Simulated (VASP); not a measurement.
AlN, 4 atoms in the cell. The typed cell holds 4 atoms: a = 3.112 Å, b = 3.152 Å, c = 4.979 Å, α = 90.62°, β = 91.71°, γ = 121.27°.  This cell differs from its parent crystal: equal xy, yz and zx shear strains of -3 %.

```yaml
Program: VASP 6.6.1
Task: electric field gradients
Functional: PBEsol
Potentials_or_basis: VASP PAW PBE potentials, release 64 (Al, N)
Cutoff: 520 eV
k_mesh: 11 × 11 × 6
Occupations: fermi-dirac, width 0.02 eV
Spin: no spin polarisation
Dipole_correction: no
Further_INCAR_settings: ALGO = Normal; EDIFF = 1e-08; NBANDS = 16
```

Potentials or basis: VASP PAW PBE potentials, release 64 (Al, N).

Run with:

```bash
$ cat potpaw_PBE.64/Al/POTCAR potpaw_PBE.64/N/POTCAR > POTCAR
$ mpirun -np 1 vasp_std > vasp.out
```

Hardware: 1 thread of Intel(R) Xeon(R) Platinum 8488C (Sapphire Rapids), with other jobs on the host.

Q: Estimate the wall time of this run.

A: It took 3.6 min on 1 thread of Intel(R) Xeon(R) Platinum 8488C (Sapphire Rapids), with other jobs on the host, peak memory 0.31 GiB. Counts: scf iterations 16, k points 364.
